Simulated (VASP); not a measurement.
Crystal: B3Ir.

```xyz
8
Lattice="4.5763 0.0000 0.0000 -2.2881 3.9632 0.0000 0.0000 0.0000 3.6732" Properties=species:S:1:pos:R:3 pbc="T T T"
B     2.2881    2.6395    0.9183
B    -1.1418    3.3013    2.7549
B     1.1464    0.6618    0.9183
B     0.0000    1.3237    2.7549
B     3.4299    0.6618    0.9183
B     1.1418    3.3013    2.7549
Ir    0.0000    2.6421    0.9183
Ir    2.2881    1.3211    2.7549
```

| Item | Value |
| --- | --- |
| Program | VASP 6.6.1 |
| Task | relaxation of cell and atoms |
| Functional | PBE |
| Potentials or basis | VASP PAW PBE potentials, release 64 (B, Ir) |
| Cutoff | 600 eV |
| k mesh | 6 × 6 × 6 |
| Occupations | gaussian, width 0.1 eV |
| Spin | no spin polarisation |

At the start: pressure 7.6 GPa; volume 8.33 Å³/atom.

Q: How do energy, volume and symmetry change on relaxing?

A: Over 51 steps the energy falls by 512.3 meV/atom and the volume is 9.87 Å³/atom (+18.5 %); space group P6_3/mmc (No. 194, to 0.05 Å).

Step by step:
```tsv
step	energy change (eV)	largest force (eV/Å)	pressure (GPa)	volume (Å³)
1	0.0000	0.7517	7.59	66.62
3	-1.3679	0.6579	-15.32	73.22
5	-2.7201	1.6628	8.81	87.01
7	-2.9242	0.4156	0.37	85.08
9	-3.0161	0.0783	-4.98	88.56
11	-3.0644	0.0716	-3.07	88.46
13	-2.9793	0.1715	18.33	88.16
15	-3.1686	0.1833	7.69	88.42
17	-3.2291	0.1450	9.47	90.67
19	-3.3501	0.0786	-0.77	96.36
21	-3.3510	0.0804	0.18	95.77
23	-3.3554	0.0887	-0.29	95.37
25	-3.3559	0.0933	-0.55	95.15
27	-3.3582	0.0960	0.65	94.38
29	-3.3624	0.1050	0.42	94.09
31	-3.3729	0.1684	-0.27	92.79
33	-3.7736	0.2667	1.95	87.28
35	-3.8183	0.0285	2.95	86.67
37	-3.8405	0.4240	4.33	85.79
39	-3.9005	0.0746	-2.27	87.09
41	-3.9471	0.1706	-1.57	85.56
43	-4.0425	0.4602	3.61	78.60
45	-4.0657	0.3720	1.67	79.76
47	-4.0951	0.1729	-0.38	78.99
49	-4.0976	0.0360	0.55	78.81
51	-4.0982	0.0059	0.28	78.96
```

Final structure:
```
CELL_PARAMETERS angstrom
4.30434 0.00000 0.00000
-2.15217 3.72767 0.00000
0.00000 0.00000 4.92103
ATOMIC_POSITIONS crystal
B 0.79824 0.59647 0.25000
B 0.20176 0.79824 0.75000
B 0.40353 0.20176 0.25000
B 0.20176 0.40353 0.75000
B 0.79824 0.20176 0.25000
B 0.59647 0.79824 0.75000
Ir 0.33333 0.66667 0.25000
Ir 0.66667 0.33333 0.75000
```

Caveat: the volume moved by over 15 % at a fixed basis, so the end points are rough.
